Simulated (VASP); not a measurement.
# Sr (Fm-3m) in VASP: a series of runs

Sr is run at these levels: PBEsol; tasks: relaxation of cell and atoms.

Everything below comes from runs of VASP 6.6.1. Logs are shortened: lines on timing, memory, paths and dates and some standing lists are left out, and cuts for length are marked.

## Step 1: The cell of the first run

The structure is cubic, space group Fm-3m (No. 225). The conventional cell has a = 6.085 Å, b = 6.085 Å, c = 6.085 Å, α = 90.00°, β = 90.00°, γ = 90.00°. Within 5.6 Å of Sr (site symmetry m-3m) lie 12 Sr at 4.30 Å.

## Step 2: Relaxation of cell and atoms, PBEsol, target pressure 20 GPa, at which the enthalpy is minimised

The input, INCAR:

```
PREC     = Accurate       # precision mode
ENCUT    = 600            # plane-wave cutoff, eV
EDIFF    = 1E-6           # SCF threshold, eV
ISMEAR   = -1             # smearing method
SIGMA    = 0.05           # smearing width, eV
LREAL    = False          # projectors in reciprocal space
LASPH    = True           # aspherical terms in the spheres
NELM     = 100            # most SCF steps
ALGO     = Normal         # electronic algorithm
ISIF     = 3              # what is computed and relaxed
LWAVE    = False          # write WAVECAR
LCHARG   = False          # write CHGCAR
GGA      = PS             # functional
IBRION   = 2              # ionic algorithm
NSW      = 80             # ionic steps
EDIFFG   = -0.01          # ionic threshold
PSTRESS  = 200.0
```

The input, KPOINTS:

```
regular mesh
0
Gamma
  8 8 8
```

The input, POSCAR:

```
Sr
1.0
    0.0000000000      3.0423500000      3.0423500000
    3.0423500000      0.0000000000      3.0423500000
    3.0423500000      3.0423500000      0.0000000000
Sr
1
Direct
    0.0000000000      0.0000000000      0.0000000000
```

Potentials or basis: VASP PAW PBE potentials, release 64 (Sr_sv).

Run with:

```
$ cat potpaw_PBE.64/Sr_sv/POTCAR > POTCAR
$ mpirun -np 1 vasp_std > vasp.out
```

OUTCAR:

```text
PREC = Accurate
   ENCUT = 600
   EDIFF = 1E-6
   ISMEAR = -1
   LREAL = False
   LASPH = True
   NELM = 100
   ISIF = 3
   GGA = PS
   IBRION = 2
   NSW = 80
   EDIFFG = -0.01
   PSTRESS = 200.0

 ion  position               nearest neighbor table
   1  0.000  0.000  0.000-

  LATTYP: Found a face centered cubic cell.
 ALAT       =     6.0847000000

  Lattice vectors:

 A1 = (   0.0000000000,   3.0423500000,   3.0423500000)
 A2 = (   3.0423500000,   0.0000000000,   3.0423500000)
 A3 = (   3.0423500000,   3.0423500000,   0.0000000000)

Analysis of symmetry for initial positions (statically):
=====================================================================
 Subroutine PRICEL returns:
 Original cell was already a primitive cell.

 Routine SETGRP: Setting up the symmetry group for a
 face centered cubic supercell.

 Subroutine GETGRP returns: Found 48 space group operations
 (whereof 48 operations were pure point group operations)
 out of a pool of 48 trial point group operations.

The static configuration has the point symmetry O_h .

Analysis of symmetry for dynamics (positions and initial velocities):
=====================================================================
 Subroutine PRICEL returns:
 Original cell was already a primitive cell.

 Routine SETGRP: Setting up the symmetry group for a
 face centered cubic supercell.

 Subroutine GETGRP returns: Found 48 space group operations
 (whereof 48 operations were pure point group operations)
 out of a pool of 48 trial point group operations.

The dynamic configuration has the point symmetry O_h .

 Subroutine INISYM returns: Found 48 space group operations
 (whereof 48 operations are pure point group operations),
 and found     1 'primitive' translations

----------------------------------------------------------------------------------------

                                     Primitive cell

  volume of cell :      56.3193

  direct lattice vectors                    reciprocal lattice vectors
     0.000000000  3.042350000  3.042350000    -0.164346640  0.164346640  0.164346640
     3.042350000  0.000000000  3.042350000     0.164346640 -0.164346640  0.164346640
     3.042350000  3.042350000  0.000000000     0.164346640  0.164346640 -0.164346640

  length of vectors
     4.302532631  4.302532631  4.302532631     0.284656730  0.284656730  0.284656730

  position of ions in fractional coordinates (direct lattice)
     0.000000000  0.000000000  0.000000000

  ion indices of the primitive-cell ions
   primitive index   ion index
                 1           1

----------------------------------------------------------------------------------------

 KPOINTS: regular mesh

Automatic generation of k-mesh.
 Grid dimensions read from file:
 generate k-points for:    8    8    8

 Generating k-lattice:

  Cartesian coordinates                     Fractional coordinates (reciprocal lattice)
    -0.020543330  0.020543330  0.020543330     0.125000000  0.000000000  0.000000000
     0.020543330 -0.020543330  0.020543330     0.000000000  0.125000000  0.000000000
     0.020543330  0.020543330 -0.020543330     0.000000000  0.000000000  0.125000000

  Length of vectors
     0.035582091  0.035582091  0.035582091

  Shift w.r.t. Gamma in fractional coordinates (k-lattice)
     0.000000000  0.000000000  0.000000000

 Subroutine IBZKPT returns following result:
 ===========================================

 Found     29 irreducible k-points:

 Following reciprocal coordinates:
            Coordinates               Weight
  0.000000  0.000000  0.000000      1.000000
  0.125000  0.000000  0.000000      8.000000
  0.250000  0.000000  0.000000      8.000000
  0.375000  0.000000  0.000000      8.000000
  0.500000  0.000000  0.000000      4.000000
  0.125000  0.125000  0.000000      6.000000
[... 16 lines left out ...]
  0.500000  0.250000  0.125000     48.000000
 -0.375000  0.250000  0.125000     24.000000
 [... further k-points ...]
   k-points           NKPTS =     29   k-points in BZ     NKDIM =     29   number of bands    NBANDS=      9
   number of dos      NEDOS =    301   number of ions     NIONS =      1
   total plane-waves  NPLWV =  46656
   dimension x,y,z NGX =    36 NGY =   36 NGZ =   36
   dimension x,y,z NGXF=    72 NGYF=   72 NGZF=   72
   ions per type =               1
   NGX,Y,Z   is equivalent  to a cutoff of  13.91, 13.91, 13.91 a.u.
   NGXF,Y,Z  is equivalent  to a cutoff of  27.82, 27.82, 27.82 a.u.
 SYSTEM =  unknown system
   PREC   = accura    normal or accurate (medium, high low for compatibility)
   ISTART =      0    job   : 0-new  1-cont  2-samecut
   ICHARG =      2    charge: 1-file 2-atom 10-const
   ISPIN  =      1    spin polarized calculation?
   LNONCOLLINEAR =      F non collinear calculations
   LSORBIT =      F    spin-orbit coupling
   LASPH  =      T    aspherical Exc in radial PAW
   ENCUT  =  600.0 eV  44.10 Ry    6.64 a.u.   8.59  8.59  8.59*2*pi/ulx,y,z
   NELM   =    100;   NELMIN=  2; NELMDL= -5     # of ELM steps
   EDIFF  = 0.1E-05   stopping-criterion for ELM
   LREAL  =      F    real-space projection
   EDIFFG = -.1E-01   stopping-criterion for IOM
   NSW    =     80    number of steps for IOM
   IBRION =      2    ionic relax: 0-MD 1-quasi-New 2-CG
   NFREE  =      1    steps in history (QN), initial steepest desc. (CG)
   ISIF   =      3    stress and relaxation
   ISYM   =      2    0-nonsym 1-usesym 2-fastsym
   POTIM  = 0.5000    time-step for ionic-motion
   TEBEG  =    0.0;   TEEND  =   0.0 temperature during run
   PSTRESS=  200.0 pullay stress
   NELECT =      10.0000    total number of electrons
   NUPDOWN=      -1.0000    fix difference up-down
   EMIN   =  10.00;   EMAX   =-10.00  energy-range for DOS
   EFERMI =   0.00;   METHOD = LEGACY
   ISMEAR =    -1;   SIGMA  =   0.05  broadening in eV -4-tet -1-fermi 0-gaus
   EFERMI_NEDOS =   21; number of points for ismear=-14 and -15
   IALGO  =     38    algorithm
   IMIX   =      4    mixing-type and parameters
     AMIX     =   0.40;   BMIX     =  1.00
     AMIX_MAG =   1.60;   BMIX_MAG =  1.00
  volume/ion in A,a.u.               =      56.32       380.06
  Fermi-wavevector in a.u.,A,eV,Ry     =   0.920144  1.738819 11.519569  0.846664
  Thomas-Fermi vector in A             =   2.045416
   LORBIT       =      0    0 simple, 1 ext, 2 COOP (PROOUT), +10 PAW based schemes
   GGA     = PS    functional components
   LHFCALC =     F    Hartree Fock is set to
   AEXX    =    0.0000 exact exchange contribution
   IVDW    =     0    specifies the selected vdW correction
   LEPSILON=     F    determine dielectric tensor
   LRPA    =     F    only Hartree local field effects (RPA)
 conjugate gradient relaxation of ions
 non-spin polarized calculation
  energy-cutoff  :      600.00
  volume of cell :       56.32
 maximum number of plane-waves:      1895
 NGX is ok and might be reduce to    36
   NGX = 17   NGY = 17   NGZ = 17

--------------------------------------- Ionic step        1  -------------------------------------------

 number of electron      10.0000000 magnetization

 Free energy of the ion-electron system (eV)
  ---------------------------------------------------
  ext. energy  EPLUGINS =         0.00000000
  ---------------------------------------------------
  free energy    TOTEN  =        -1.83573052 eV

  energy without entropy =       -1.82720399  energy(sigma->0) =       -1.83146725

 E-fermi :   1.3953     XC(G=0):  -7.3582

 val. band max:        1.3397476851   @ k =  -0.3750   0.3750   0.0000
 cond. band min:       1.4321522349   @ k =  -0.3750   0.2500   0.1250
 fundamental gap:      0.0924045497
 Fermi energy:         1.3953240499

 k-point     1 :       0.0000    0.0000    0.0000
  band No.  band energies     occupation
      1     -35.1704      2.00000
      2     -17.0753      2.00000
      3     -17.0753      2.00000
      4     -17.0753      2.00000
      5      -2.2053      2.00000
      6       3.7225      0.00000
      7       3.7225      0.00000
      8       3.7225      0.00000
      9       5.1584      0.00000

 k-point     2 :       0.1250    0.0000    0.0000
  band No.  band energies     occupation
      1     -35.1685      2.00000
      2     -17.1026      2.00000
      3     -17.0790      2.00000
      4     -17.0790      2.00000
      5      -1.9611      2.00000
      6       3.3673      0.00000
      7       3.8271      0.00000
      8       3.8271      0.00000
      9       5.0303      0.00000
[... 759 lines left out ...]
 VOLUME and BASIS-vectors are now :
 -----------------------------------------------------------------------------
  energy-cutoff  :      600.00
  volume of cell :       27.68
      direct lattice vectors                 reciprocal lattice vectors
     0.000000000  2.400863739  2.400863739    -0.208258383  0.208258383  0.208258383
     2.400863739  0.000000000  2.400863739     0.208258383 -0.208258383  0.208258383
     2.400863739  2.400863739 -0.000000000     0.208258383  0.208258383 -0.208258383

 POSITION                                       TOTAL-FORCE (eV/Angst)
 -----------------------------------------------------------------------------------
      2.40086      2.40086     -0.00000        -0.000000     -0.000000      0.000000
 -----------------------------------------------------------------------------------
    total drift:                                0.000000      0.000000      0.000000

  FREE ENERGIE OF THE ION-ELECTRON SYSTEM (eV)
  ---------------------------------------------------
  free  energy   TOTEN  =        -0.8550297986 eV

  energy  without entropy=       -0.8476965416  energy(sigma->0) =       -0.85136317

  enthalpy is  TOTEN    =         2.6000011828 eV   P V=        3.4550309815

--------------------------------------- Ionic step        7  -------------------------------------------

 number of electron      10.0000000 magnetization

 Free energy of the ion-electron system (eV)
  ---------------------------------------------------
  ext. energy  EPLUGINS =         0.00000000
  ---------------------------------------------------
  free energy    TOTEN  =        -0.83227409 eV

  energy without entropy =       -0.82487497  energy(sigma->0) =       -0.82857453

 E-fermi :   4.3673     XC(G=0):  -9.9621

 val. band max:        4.3658243352   @ k =  -0.3750   0.5000   0.1250
 cond. band min:       4.3810946218   @ k =  -0.3750   0.2500   0.0000
 fundamental gap:      0.0152702866
 Fermi energy:         4.3673460294

 k-point     1 :       0.0000    0.0000    0.0000
  band No.  band energies     occupation
      1     -31.1236      2.00000
      2     -12.3605      2.00000
      3     -12.3605      2.00000
      4     -12.3605      2.00000
      5       0.3379      2.00000
      6       7.5311      0.00000
      7       7.5311      0.00000
      8       7.5311      0.00000
      9      10.5570      0.00000

 k-point     2 :       0.1250    0.0000    0.0000
  band No.  band energies     occupation
      1     -31.0855      2.00000
      2     -12.6468      2.00000
      3     -12.3915      2.00000
      4     -12.3915      2.00000
      5       0.8749      2.00000
      6       6.9296      0.00000
      7       7.7589      0.00000
      8       7.7589      0.00000
      9      10.2132      0.00000
[... 277 lines left out ...]
 VOLUME and BASIS-vectors are now :
 -----------------------------------------------------------------------------
  energy-cutoff  :      600.00
  volume of cell :       27.49
      direct lattice vectors                 reciprocal lattice vectors
     0.000000000  2.395531425  2.395531425    -0.208721954  0.208721954  0.208721954
     2.395531425  0.000000000  2.395531425     0.208721954 -0.208721954  0.208721954
     2.395531425  2.395531425 -0.000000000     0.208721954  0.208721954 -0.208721954

 POSITION                                       TOTAL-FORCE (eV/Angst)
 -----------------------------------------------------------------------------------
      0.00000      0.00000      0.00000         0.000000      0.000000     -0.000000
 -----------------------------------------------------------------------------------
    total drift:                               -0.000000      0.000000      0.000000

  FREE ENERGIE OF THE ION-ELECTRON SYSTEM (eV)
  ---------------------------------------------------
  free  energy   TOTEN  =        -0.8322740886 eV

  energy  without entropy=       -0.8248749686  energy(sigma->0) =       -0.82857453

  enthalpy is  TOTEN    =         2.5997871302 eV   P V=        3.4320612188

 reached required accuracy - stopping structural energy minimisation
```

Wall time 46 s (1 thread of Intel Xeon 6975P-C (Granite Rapids), shared host); peak memory 0.24 GiB.

What came out:

```
Free energy                                            : -0.8323 eV
Relaxed volume                                         : 27.49 Å³/atom
Relaxed cell                                           : a = 3.388 Å, b = 3.388 Å, c = 3.388 Å, α = 60.00°, β = 60.00°, γ = 60.00°
Space group after relaxing (to 0.05 Å)                 : Fm-3m (No. 225)
Energy change on relaxing (the enthalpy is what falls) : +1003.5 meV/atom
Ionic steps                                            : 7
Pressure after relaxing                                : 20.0 GPa
Band gap on the k mesh                                 : zero (band 5 reaches 4.54 eV, above the bottom of band 6 at 3.80 eV)
```

Step by step:
```
step  energy change (eV)  largest force (eV/Å)  pressure (GPa)  volume (Å³)
   1              0.0000                0.0000           -0.89        56.32
   2              4.2865                0.0000           87.03        15.16
   3              0.8660                0.0000           17.53        28.67
   4              0.9889                0.0000           19.76        27.61
   5              1.0447                0.0000           20.82        27.17
   6              0.9807                0.0000           19.63        27.68
   7              1.0035                0.0000           20.02        27.49
```

Final structure:
```
Sr
1.0
     0.00000    2.39553    2.39553
     2.39553    0.00000    2.39553
     2.39553    2.39553    0.00000
Sr
1
Direct
  0.00000 0.00000 0.00000
```

Levels at points of the mesh, in eV from the Fermi level:
| k point | band 3 | band 4 | band 5 | band 6 | band 7 | band 8 |
| --- | --- | --- | --- | --- | --- | --- |
| (0.00, 0.00, 0.00) | -16.73 | -16.73 | -4.03 | 3.16 | 3.16 | 3.16 |
| (0.50, 0.00, 0.00) | -16.93 | -16.93 | -1.43 | 2.57 | 2.82 | 2.82 |
| (0.50, 0.50, 0.00) | -17.31 | -17.31 | -1.73 | -0.57 | 4.54 | 8.53 |

Caveat: the cell is relaxed towards a set pressure, so the enthalpy falls and the energy may rise; the volume moved by over 15 % at a fixed basis, so the end points are rough; the PAW data sets were made with another functional, which shifts forces and pressure a little.

[end of part 1 of 2]
